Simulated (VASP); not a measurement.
Wanted: the native input for a VASP 6.6.1 run.

```
Task                   : single point
Functional             : PBE
Potentials or basis    : VASP PAW PBE potentials, release 64 (Si, P)
Cutoff                 : 520 eV
k mesh                 : 6 × 6 × 4
Occupations            : gaussian, width 0.1 eV
Spin                   : no spin polarisation
Dipole correction      : no
Further INCAR settings : ALGO = Normal; EDIFF = 1e-06; NBANDS = 18
```

The structure of Si4P lies in POSCAR:

```
Si4P
1.0
    3.5700765120     -0.0327437330     -0.0320240381
   -0.0325293072      4.4662817931      0.0433563578
    1.7178749940      1.5085105133      4.9779069711
Si P
4 1
Direct
    0.9042652920      0.6044549901      0.6949861159
    0.3017362598      0.1939656731      0.8976412549
    0.6982637402      0.8060343269      0.1023587451
    0.0957347080      0.3955450099      0.3050138841
    0.5000000000      0.0000000000      0.5000000000
```

The cell was built from a structure type or drawn by symmetry, and may not be a known phase.

These files were run (other wordings do the same):

INCAR

```
SYSTEM = Si4P
  ALGO = Normal
  EDIFF = 1E-6
  ENCUT = 520
  GGA = PE
  ISIF = 2
  ISMEAR = 0
  LASPH = .True.
  LCHARG = .False.
  LREAL = .False.
  LWAVE = .False.
  NBANDS = 18
  NELM = 100
  PREC = Accurate
  SIGMA = 0.1
```

KPOINTS

```
k-points
0
Gamma
  6 6 4
  0 0 0
```

Potentials or basis: VASP PAW PBE potentials, release 64 (Si, P).

Launch:

```bash
$ cat potpaw_PBE.64/Si/POTCAR potpaw_PBE.64/P/POTCAR > POTCAR
$ mpirun -np 1 vasp_std > vasp.out
```

It gave:

```yaml
Pressure: -0.1 GPa
Largest_force: 0.008 eV/Å
Band_gap_on_the_k_mesh: zero (an odd number of electrons rules out a gap without spin polarisation)
```

It took 78 s on 1 thread of Intel Xeon 8259CL, on a shared host, peak memory 0.24 GiB.
